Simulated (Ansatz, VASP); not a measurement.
## CdSe: VASP beside Ansatz

```
CELL_PARAMETERS angstrom
0.00000 2.49310 2.49310
2.49310 0.00000 2.49310
2.49310 2.49310 0.00000
ATOMIC_POSITIONS crystal
Cd 0.00000 0.00000 0.00000
Se 0.50000 0.50000 0.50000
```

Alike in both runs: task single point; functional LDA; k mesh 18 × 18 × 18; collinear spin.

```csv
,VASP,Ansatz
version,VASP 6.6.1,Ansatz 0.2.0
potentials or method,"VASP PAW LDA potentials, release 64 (Cd, Se), cutoff 520 eV","all-electron LAPW, scalar-relativistic"
occupations,tetrahedron,tetrahedron-uncorrected
```

|  | VASP | Ansatz | Ansatz less VASP |
| --- | --- | --- | --- |
| gap on the k mesh at the Fermi level (eV) | none | none | - |
| net moment per atom (μB) | 0.00 | 0.00 | 0.000 |

LDA's correlation is that of Perdew and Zunger in VASP and of Perdew and Wang (1992) in Ansatz. A gap of «none» marks a metal or a gap that the smearing closes. Ansatz ran all-electron here, and VASP with PAW potentials. Ansatz's warnings: band table not solved further, no starting moments.
